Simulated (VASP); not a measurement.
Input of a VASP 6.6.1 run:

The input INCAR:

```
PREC = Accurate
ENCUT = 520
EDIFF = 1E-6
ISMEAR = -1
SIGMA = 0.02
LREAL = Auto
LASPH = True
NELM = 60
ALGO = Normal
ISIF = 2
LWAVE = False
LCHARG = True
GGA = PE
IVDW = 12
LELF = True
LVHAR = True
NBANDS = 48
```

The input KPOINTS:

```
Automatic mesh
0
Gamma
  2 2 2
```

File POSCAR:

```
Si
1.0
    0.0000000000      5.4300000000      5.4300000000
    5.4300000000      0.0000000000      5.4300000000
    5.4300000000      5.4300000000      0.0000000000
Si
17
Direct
    0.0201657459      0.1535359116     -0.1581583794
    0.1747974217     -0.2887753223      0.5052946593
    0.0615561694      0.0862891344      0.3778360958
    0.1216298343      0.2986832413      0.4906721915
    0.0350644567      0.7890607735     -0.0874953959
    0.0430939227      0.6633885820      0.2575322284
   -0.2514640884      0.4397513812      0.6770994475
   -0.0486556169      0.5035174954      0.8441436464
    0.5641528545      0.0029189687     -0.1311510129
    0.6458471455      0.1343738490      0.0086095764
    0.7240976059     -0.0082044199      0.3576335175
    0.6811418048      0.2831675875      0.5456906077
    0.3750092081      0.4138858195      0.1762615101
    0.5382228361      0.6489594843      0.0254972376
    0.5571639042      0.6388029466      0.3351381215
    0.4684530387      0.8008655617      0.6615653775
    1.1783793738      0.2306998158     -0.0085082873
```

Potentials or basis: VASP PAW PBE potentials, release 64 (Si).

Run with:

```bash
$ cat potpaw_PBE.64/Si/POTCAR > POTCAR
$ mpirun -np 1 vasp_std > vasp.out
```

(1) Predict the dispersion energy per atom.

(2) Predict the largest force.

(3) What does it give for the band gap on the k mesh?

(4) Estimate the pressure.

Answers

(1) -0.352 eV.

(2) 3.208 eV/Å.

(3) zero (bands 34 and 35 overlap by 0.11 eV).

(4) -0.2 GPa.

Caveat: the k points lie up to 0.50 Å⁻¹ apart; the atoms stand as in a frame of molecular dynamics.
